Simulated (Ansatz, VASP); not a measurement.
One calculation of Co, two programs

File INCAR:

```
ALGO = Normal
EDIFF = 1E-6
ENCUT = 520
GGA = CA
ISIF = 2
ISMEAR = 1
ISPIN = 2
LASPH = T
LCHARG = F
LMAXMIX = 4
LORBIT = 11
LREAL = F
LWAVE = F
MAGMOM = 1.558 1.558
NBANDS = 20
NELM = 150
PREC = Accurate
SIGMA = 0.03
```

KPOINTS

```
k-points
0
Gamma
  15 15 8
```

Contents of POSCAR:

```
Co
1.0
    2.4273810165      0.0000000000      0.0000000000
   -1.2136905082      2.1021736250      0.0000000000
    0.0000000000      0.0000000000      3.9230481332
Co
2
Direct
    0.3333333333      0.6666666667      0.2500000000
    0.6666666667      0.3333333333      0.7500000000
```

Input for Ansatz:

```yaml
crystal:
  lattice:
    - [2.4273810165, 0.0, 0.0]
    - [-1.2136905082, 2.102173625, 0.0]
    - [0.0, 0.0, 3.9230481332]
  atoms:
    - { symbol: Co, position: [0.3333333333, 0.6666666667, 0.25], spin: 1.558 }
    - { symbol: Co, position: [0.6666666667, 0.3333333333, 0.75], spin: 1.558 }
hamiltonian:
  xc: lda
  pseudopotentials:
    kind: paw
    azcp:
      Co: "pseudopotentials/Co.paw.azcp"
basis:
  ecutwfc: 420
  fft_grid_basis: typed
kpoints:
  mp_grid: { grid: [15, 15, 8], shift: [0, 0, 0] }
magnetization:
  spin_polarized: true
scf:
  occupations: { method: methfessel_paxton, width: 0.03 }
  lower_state_search: "off"
output:
  stress: true
```

Alike in both runs: task single point; functional LDA; k mesh 15 × 15 × 8; occupations methfessel-paxton of order 1, width 0.03 eV; collinear spin.

|  | VASP | Ansatz |
| --- | --- | --- |
| version | VASP 6.6.1 | Ansatz 0.2.0 |
| potentials or method | VASP PAW LDA potentials, release 64 (Co), cutoff 520 eV | plane waves (420 eV) with PAW, scalar-relativistic |
| valence electrons in the cell | 18 | 34 |

```csv
,VASP,Ansatz,Ansatz less VASP
pressure (GPa),-0.9,0.5,+1.33
"traceless stress, the component that is largest in VASP (GPa)",-0.82,-0.71,+0.110
net moment per atom (μB),1.51,1.54,+0.032
size of the moment on the site where the two differ most (μB),1.50,1.58,+0.084
```

Ansatz warns that its potentials were made for another functional, while VASP's fit it. LDA's correlation is that of Perdew and Zunger in VASP and of Perdew and Wang (1992) in Ansatz. Site moments also hang on the region over which each program counts them. VASP's potentials hold 18 valence electrons a cell and Ansatz's 34, so a difference there can come from the potentials and not from the codes. Ansatz's warnings: stability check not made.
